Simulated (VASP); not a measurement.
# BeTe (F-43m) in VASP: further runs

Runs on BeTe. Level: PBE. Tasks: single point.

All numbers are computed with VASP 6.6.1; they aren't measurements. Logs are shortened: lines on timing, memory, paths and dates and some standing lists are left out, and cuts for length are marked.

### 1 The cell of the first run

Symmetry: F-43m, No. 216, cubic system. The conventional cell has a = 5.664 Å, b = 5.664 Å, c = 5.664 Å, α = 90.00°, β = 90.00°, γ = 90.00°. Be (site symmetry -43m) has 4 Te at 2.45 Å within 3.2 Å. Te (site symmetry -43m) has 4 Be at 2.45 Å within 3.2 Å.

### 2 Single point, PBE

Contents of INCAR:

```
PREC = Accurate
ENCUT = 520
EDIFF = 1E-6
ISMEAR = 0
SIGMA = 0.02
LREAL = False
LASPH = True
NELM = 100
ALGO = Normal
ISIF = 2
LWAVE = False
LCHARG = False
GGA = PE
NBANDS = 11
```

Contents of KPOINTS:

```
regular mesh
0
Gamma
  8 8 8
```

Contents of POSCAR:

```
BeTe
1.0
    0.0000000000      2.8318743937      2.8318743937
    2.8318743937      0.0000000000      2.8318743937
    2.8318743937      2.8318743937      0.0000000000
Be Te
1 1
Direct
    0.0000000000      0.0000000000      0.0000000000
    0.2500000000      0.2500000000      0.2500000000
```

Potentials or basis: VASP PAW PBE potentials, release 64 (Be, Te).

Launch:

```sh
cat potpaw_PBE.64/Be/POTCAR potpaw_PBE.64/Te/POTCAR > POTCAR
mpirun -np 1 vasp_std > vasp.out
```

OUTCAR:

```text
PREC = Accurate
   ENCUT = 520
   EDIFF = 1E-6
   ISMEAR = 0
   LREAL = False
   LASPH = True
   NELM = 100
   ISIF = 2
   GGA = PE

 ion  position               nearest neighbor table
   1  0.000  0.000  0.000-   2 2.45   2 2.45   2 2.45   2 2.45
   2  0.250  0.250  0.250-   1 2.45   1 2.45   1 2.45   1 2.45

  LATTYP: Found a face centered cubic cell.
 ALAT       =     5.6637487874

  Lattice vectors:

 A1 = (   0.0000000000,   2.8318743937,   2.8318743937)
 A2 = (   2.8318743937,   0.0000000000,   2.8318743937)
 A3 = (   2.8318743937,   2.8318743937,   0.0000000000)

Analysis of symmetry for initial positions (statically):
=====================================================================
 Subroutine PRICEL returns:
 Original cell was already a primitive cell.

 Routine SETGRP: Setting up the symmetry group for a
 face centered cubic supercell.

 Subroutine GETGRP returns: Found 24 space group operations
 (whereof 24 operations were pure point group operations)
 out of a pool of 48 trial point group operations.

The static configuration has the point symmetry T_d .

Analysis of symmetry for dynamics (positions and initial velocities):
=====================================================================
 Subroutine PRICEL returns:
 Original cell was already a primitive cell.

 Routine SETGRP: Setting up the symmetry group for a
 face centered cubic supercell.

 Subroutine GETGRP returns: Found 24 space group operations
 (whereof 24 operations were pure point group operations)
 out of a pool of 48 trial point group operations.

The dynamic configuration has the point symmetry T_d .

 Subroutine INISYM returns: Found 24 space group operations
 (whereof 24 operations are pure point group operations),
 and found     1 'primitive' translations

----------------------------------------------------------------------------------------

                                     Primitive cell

  volume of cell :      45.4205

  direct lattice vectors                    reciprocal lattice vectors
     0.000000000  2.831874394  2.831874394    -0.176561503  0.176561503  0.176561503
     2.831874394  0.000000000  2.831874394     0.176561503 -0.176561503  0.176561503
     2.831874394  2.831874394  0.000000000     0.176561503  0.176561503 -0.176561503

  length of vectors
     4.004875175  4.004875175  4.004875175     0.305813494  0.305813494  0.305813494

[... 87 lines left out ...]
   ISYM   =      2    0-nonsym 1-usesym 2-fastsym
   POTIM  = 0.5000    time-step for ionic-motion
   TEBEG  =    0.0;   TEEND  =   0.0 temperature during run
   PSTRESS=    0.0 pullay stress
   NELECT =       8.0000    total number of electrons
   NUPDOWN=      -1.0000    fix difference up-down
   EMIN   =  10.00;   EMAX   =-10.00  energy-range for DOS
   EFERMI =   0.00;   METHOD = LEGACY
   ISMEAR =     0;   SIGMA  =   0.02  broadening in eV -4-tet -1-fermi 0-gaus
   EFERMI_NEDOS =   21; number of points for ismear=-14 and -15
   IALGO  =     38    algorithm
   IMIX   =      4    mixing-type and parameters
     AMIX     =   0.40;   BMIX     =  1.00
     AMIX_MAG =   1.60;   BMIX_MAG =  1.00
  volume/ion in A,a.u.               =      22.71       153.26
  Fermi-wavevector in a.u.,A,eV,Ry     =   0.917672  1.734149 11.457765  0.842122
  Thomas-Fermi vector in A             =   2.042667
   LORBIT       =      0    0 simple, 1 ext, 2 COOP (PROOUT), +10 PAW based schemes
   GGA     = PE    functional components
   LHFCALC =     F    Hartree Fock is set to
   AEXX    =    0.0000 exact exchange contribution
   IVDW    =     0    specifies the selected vdW correction
   LEPSILON=     F    determine dielectric tensor
   LRPA    =     F    only Hartree local field effects (RPA)
 non-spin polarized calculation
 Gauss-broadening in eV      SIGMA  =   0.02
  energy-cutoff  :      520.00
  volume of cell :       45.42
 maximum number of plane-waves:      1243
 NGX is ok and might be reduce to    30
   NGX = 15   NGY = 15   NGZ = 15

 number of electron       8.0000000 magnetization

 Free energy of the ion-electron system (eV)
  ---------------------------------------------------
  ext. energy  EPLUGINS =         0.00000000
  ---------------------------------------------------
  free energy    TOTEN  =        -7.62446163 eV

  energy without entropy =       -7.62446163  energy(sigma->0) =       -7.62446163

 E-fermi :   5.0315     XC(G=0):  -8.9892

 val. band max:        4.9089605127   @ k =   0.0000   0.0000   0.0000
 cond. band min:       6.9234622652   @ k =   0.5000   0.5000   0.0000
 fundamental gap:      2.0145017525
 Fermi energy:         5.0314939662

 k-point     1 :       0.0000    0.0000    0.0000
  band No.  band energies     occupation
      1      -7.2780      2.00000
      2       4.9090      2.00000
      3       4.9090      2.00000
      4       4.9090      2.00000
      5       8.5324      0.00000
      6       8.5324      0.00000
      7       8.5324      0.00000
      8       8.6078      0.00000
      9      13.2003      0.00000
     10      15.1184      0.00000
     11      15.1184      0.00000
[... 309 lines left out ...]
 k-point    24 :      -0.3750    0.2500    0.1250
  band No.  band energies     occupation
      1      -5.7428      2.00000
      2      -0.1133      2.00000
      3       2.0734      2.00000
      4       3.0525      2.00000
      5       9.0917      0.00000
      6       9.2990      0.00000
      7      11.5229      0.00000
      8      12.6052      0.00000
      9      13.3839      0.00000
     10      16.4267      0.00000
     11      16.7649      0.00000

 [... further k-points ...]

------------------------ aborting loop because EDIFF is reached ----------------------------------------

  FORCE on cell =-STRESS in cart. coord.  units (eV):
  Direction    XX          YY          ZZ          XY          YZ          ZX
  --------------------------------------------------------------------------------------
  -------------------------------------------------------------------------------------
  Total        0.0396075      0.0396075      0.0396075      0.0000000     -0.0000000      0.0000000
  in kB        1.3971292      1.3971292      1.3971292      0.0000000     -0.0000000      0.0000000
  external PRESSURE =       1.3971292 kB  Pullay stress =       0.0000000 kB

 VOLUME and BASIS-vectors are now :
 -----------------------------------------------------------------------------
  energy-cutoff  :      520.00
  volume of cell :       45.42
      direct lattice vectors                 reciprocal lattice vectors
     0.000000000  2.831874394  2.831874394    -0.176561503  0.176561503  0.176561503
     2.831874394  0.000000000  2.831874394     0.176561503 -0.176561503  0.176561503
     2.831874394  2.831874394  0.000000000     0.176561503  0.176561503 -0.176561503

 POSITION                                       TOTAL-FORCE (eV/Angst)
 -----------------------------------------------------------------------------------
      0.00000      0.00000      0.00000        -0.000000     -0.000000      0.000000
      1.41594      1.41594      1.41594         0.000000      0.000000     -0.000000
 -----------------------------------------------------------------------------------
    total drift:                                0.000000      0.000000      0.000000

  FREE ENERGIE OF THE ION-ELECTRON SYSTEM (eV)
  ---------------------------------------------------
  free  energy   TOTEN  =        -7.6244616346 eV

  energy  without entropy=       -7.6244616346  energy(sigma->0) =       -7.62446163
```

OSZICAR:

```text
N       E                     dE             d eps       ncg     rms          rms(c)
DAV:   1     0.200815976636E+02    0.20082E+02   -0.32703E+03   638   0.587E+02
DAV:   2    -0.650299209358E+01   -0.26585E+02   -0.25156E+02   842   0.916E+01
DAV:   3    -0.773198788564E+01   -0.12290E+01   -0.12265E+01   830   0.205E+01
DAV:   4    -0.774480928887E+01   -0.12821E-01   -0.12820E-01   789   0.246E+00
DAV:   5    -0.774506025923E+01   -0.25097E-03   -0.25097E-03   809   0.322E-01    0.402E+00
DAV:   6    -0.765174927178E+01    0.93311E-01   -0.10863E-01   751   0.132E+00    0.242E+00
DAV:   7    -0.762343189253E+01    0.28317E-01   -0.94864E-02   740   0.135E+00    0.454E-01
DAV:   8    -0.762414713406E+01   -0.71524E-03   -0.58688E-03   710   0.439E-01    0.748E-02
DAV:   9    -0.762439220909E+01   -0.24508E-03   -0.31656E-04   791   0.105E-01    0.299E-02
DAV:  10    -0.762445695012E+01   -0.64741E-04   -0.79734E-05   696   0.460E-02    0.149E-02
DAV:  11    -0.762445931827E+01   -0.23681E-05   -0.25373E-06   840   0.940E-03    0.984E-03
DAV:  12    -0.762446156514E+01   -0.22469E-05   -0.48352E-06   683   0.125E-02    0.540E-03
DAV:  13    -0.762446163457E+01   -0.69436E-07   -0.29371E-08   500   0.127E-03
   1 F= -.76244616E+01 E0= -.76244616E+01  d E =-.330046E-20
```

Run time: 31 s. Hardware: 1 thread of AMD EPYC 7R13, shared host; peak memory 0.14 GiB.

What came out:

* Free energy: -7.6245 eV
* Pressure: 0.1 GPa
* Band gap on the k mesh: 2.01 eV, indirect (least direct gap 3.62 eV)

Caveat: spin-orbit coupling is left out, which moves the levels of the heavy elements. A k mesh can miss the band edges.

### 3 Single point, PBE (volume scaled by 0.94)

Contents of INCAR:

```
SYSTEM = BeTe
PREC     = Accurate       ! precision mode
ENCUT    = 600            ! plane-wave cutoff, eV
EDIFF    = 1E-6           ! SCF threshold, eV
ISMEAR   = 0              ! smearing method
SIGMA    = 0.02           ! smearing width, eV
LREAL    = .FALSE.        ! projectors in reciprocal space
LASPH    = .TRUE.         ! aspherical terms in the spheres
NELM     = 120            ! most SCF steps
ALGO     = Normal         ! electronic algorithm
ISIF     = 2              ! what is computed and relaxed
LWAVE    = .FALSE.        ! write WAVECAR
LCHARG   = .FALSE.        ! write CHGCAR
GGA      = PE             ! functional
NBANDS   = 11             ! bands
GGA_COMPAT= .FALSE.
```

Contents of KPOINTS:

```
regular mesh
0
G
  8 8 8
  0 0 0
```

Contents of POSCAR:

```
BeTe
1.0
    0.0000000000      2.7740648181      2.7740648181
    2.7740648181      0.0000000000      2.7740648181
    2.7740648181      2.7740648181      0.0000000000
Be Te
1 1
Direct
    0.0000000000      0.0000000000      0.0000000000
    0.2500000000      0.2500000000      0.2500000000
```

Potentials or basis: VASP PAW PBE potentials, release 64 (Be, Te).

Launch:

```sh
cat potpaw_PBE.64/Be/POTCAR potpaw_PBE.64/Te/POTCAR > POTCAR
mpirun -np 1 vasp_std > vasp.out
```

Run time: 28 s. Hardware: 1 thread of Intel Xeon 8259CL, shared host; peak memory 0.18 GiB.

The run converged. Its results:

| Item | Value |
| --- | --- |
| Free energy | -7.5898 eV |
| Pressure | 4.1 GPa |
| Band gap on the k mesh | 1.86 eV, indirect (least direct gap 3.57 eV) |

Levels at points of the mesh, in eV from the valence-band top:
```
           k point  band 2  band 3  band 4  band 5  band 6  band 7
(0.00, 0.00, 0.00)    0.00    0.00    0.00    3.57    3.57    3.57
(0.50, 0.00, 0.00)   -5.84   -1.21   -1.21    3.20    4.57    4.57
(0.50, 0.50, 0.00)   -5.36   -2.82   -2.82    1.86    2.60    9.99
```

Caveat: spin-orbit coupling is left out, which moves the levels of the heavy elements.

### 4 Single point, PBE (volume scaled by 1.10)

Contents of INCAR:

```
PREC     = Accurate       # precision mode
ENCUT    = 600            # plane-wave cutoff, eV
EDIFF    = 1E-6           # SCF threshold, eV
ISMEAR   = 0              # smearing method
SIGMA    = 0.02           # smearing width, eV
LREAL    = F              # projectors in reciprocal space
LASPH    = T              # aspherical terms in the spheres
NELM     = 120            # most SCF steps
ALGO     = Normal         # electronic algorithm
ISIF     = 2              # what is computed and relaxed
LWAVE    = F              # write WAVECAR
LCHARG   = F              # write CHGCAR
GGA      = PE             # functional
NBANDS   = 11             # bands
GGA_COMPAT= F
```

Contents of KPOINTS:

```
regular mesh
0
Gamma
  8 8 8
```

Contents of POSCAR:

```
BeTe
1.0
    0.0000000000      2.9232876266      2.9232876266
    2.9232876266      0.0000000000      2.9232876266
    2.9232876266      2.9232876266      0.0000000000
Be Te
1 1
Direct
    0.0000000000      0.0000000000      0.0000000000
    0.2500000000      0.2500000000      0.2500000000
```

Launch:

```sh
cat potpaw_PBE.64/Be/POTCAR potpaw_PBE.64/Te/POTCAR > POTCAR
mpirun -np 1 vasp_std > vasp.out
```

Wall time 39 s (1 thread of Intel Xeon 8259CL, shared host); peak memory 0.21 GiB.

Results (log left out):

* Free energy: -7.5595 eV
* Pressure: -4.4 GPa
* Band gap on the k mesh: 2.22 eV, indirect (least direct gap 3.04 eV)

Levels at points of the mesh, in eV from the valence-band top:
```
           k point  band 1  band 2  band 3  band 4  band 5  band 6  band 7  band 8
(0.00, 0.00, 0.00)  -11.61    0.00    0.00    0.00    3.04    3.68    3.68    3.68
(0.50, 0.00, 0.00)  -10.53   -4.87   -0.96   -0.96    2.78    4.62    4.62    7.81
(0.50, 0.50, 0.00)  -10.14   -4.55   -2.25   -2.25    2.22    2.79    9.00    9.00
```

Caveat: spin-orbit coupling is left out, which moves the levels of the heavy elements.

(Part 1 of 2 ends here.)
